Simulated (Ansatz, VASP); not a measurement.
# One calculation of Zr3Ag, two programs

The input INCAR:

```
SYSTEM = Zr3Ag
PREC = Accurate
ENCUT = 520
EDIFF = 1E-8
ISMEAR = -1
SIGMA = 0.05
LREAL = .FALSE.
LASPH = .TRUE.
NELM = 100
ALGO = Normal
ISIF = 2
LWAVE = .FALSE.
LCHARG = .FALSE.
GGA = CA
LEFG = .TRUE.
NBANDS = 32
```

The input KPOINTS:

```
regular mesh
0
G
  7 7 8
  0 0 0
```

Contents of POSCAR:

```
Zr3Ag
1.0
    4.5660000000      0.0000000000      0.0000000000
    0.0000000000      4.5660000000      0.0000000000
    0.0000000000      0.0000000000      3.9860000000
Zr Ag
3 1
Direct
    0.5000000000      0.5000000000      0.0000000000
    0.0000000000      0.5000000000      0.5000000000
    0.5000000000      0.0000000000      0.5000000000
    0.0000000000      0.0000000000      0.0000000000
```

Input for Ansatz:

```yaml
crystal:
  lattice:
    - [4.566, 0.0, 0.0]
    - [0.0, 4.566, 0.0]
    - [0.0, 0.0, 3.986]
  atoms:
    - { symbol: Zr, position: [0.5, 0.5, 0.0] }
    - { symbol: Zr, position: [0.0, 0.5, 0.5] }
    - { symbol: Zr, position: [0.5, 0.0, 0.5] }
    - { symbol: Ag, position: [0.0, 0.0, 0.0] }
kpoints:
  mp_grid: { grid: [7, 7, 8] }
  band_path:
    path:
      - [0.0, 0.0, 0.0]
      - [0.0, 0.5, 0.0]
      - [0.5, 0.5, 0.0]
      - [0.0, 0.0, 0.0]
      - [0.0, 0.0, 0.5]
      - [0.0, 0.5, 0.5]
      - [0.5, 0.5, 0.5]
      - [0.0, 0.0, 0.5]
      - [0.0, 0.5, 0.0]
    npoints: 8
scf:
  occupations: { method: fermi_dirac, width: 0.05 }
hamiltonian:
  xc: lda
  pseudopotentials: { kind: all_electron, datasets: crystal }
output:
  forces: true
  stress: true
  eigenvalues: true
  efg: { contact_densities: true }
```

Alike in both runs: task electric field gradients; functional LDA; k mesh 7 × 7 × 8; occupations fermi-dirac, width 0.05 eV; no spin polarisation.

|  | VASP | Ansatz |
| --- | --- | --- |
| version | VASP 6.6.1 | Ansatz 0.2.0 |
| potentials or method | VASP PAW LDA potentials, release 64 (Zr_sv, Ag), cutoff 520 eV | all-electron PAW with datasets made for the crystal, scalar-relativistic |

Ansatz gave:

- pressure (GPa): -5.0
- traceless stress, the component that is largest in VASP (GPa): 1.69
- size of Vzz on the site where it differs most (V/Å²): 32.6

Which values does VASP return?

Pressure (GPa): -4.8; traceless stress, the component that is largest in VASP (GPa): 1.66; size of Vzz on the site where it differs most (V/Å²): 39.3.

LDA's correlation is that of Perdew and Zunger in VASP and of Perdew and Wang (1992) in Ansatz. Ansatz ran all-electron here, and VASP with PAW potentials.
